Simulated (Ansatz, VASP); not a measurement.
## HfH2: VASP beside Ansatz

```xyz
3
Lattice="-1.7173 1.7173 2.1053 1.7173 -1.7173 2.1053 1.7173 1.7173 -2.1053" Properties=species:S:1:pos:R:3 pbc="T T T"
Hf    0.0000    0.0000    0.0000
H     0.0000    1.7173    1.0526
H     1.7173    0.0000    1.0526
```

Alike in both runs: functional LDA; k mesh 8 × 8 × 8; occupations gaussian, width 0.1 eV; no spin polarisation.

Ansatz relaxed the structure, and its values are those at the end. VASP's run is a single point on that final structure, the one shown.

|  | VASP | Ansatz |
| --- | --- | --- |
| version | VASP 6.6.1 | Ansatz 0.2.0 |
| potentials or method | VASP PAW LDA potentials, release 64 (Hf_pv, H), cutoff 520 eV | scalar-relativistic, plane waves, PAW |
| valence electrons in the cell | 12 | 28 |

|  | VASP | Ansatz | Ansatz less VASP |
| --- | --- | --- | --- |
| gap on the k mesh at the Fermi level (eV) | none | none | - |
| pressure (GPa) | 0.1 | 0.1 | +0.06 |

LDA's correlation is that of Perdew and Zunger in VASP and of Perdew and Wang (1992) in Ansatz. A gap of «none» marks a metal or a gap that the smearing closes. VASP's potentials hold 12 valence electrons a cell and Ansatz's 28, so a difference there can come from the potentials and not from the codes.

Spin-orbit coupling is off throughout.
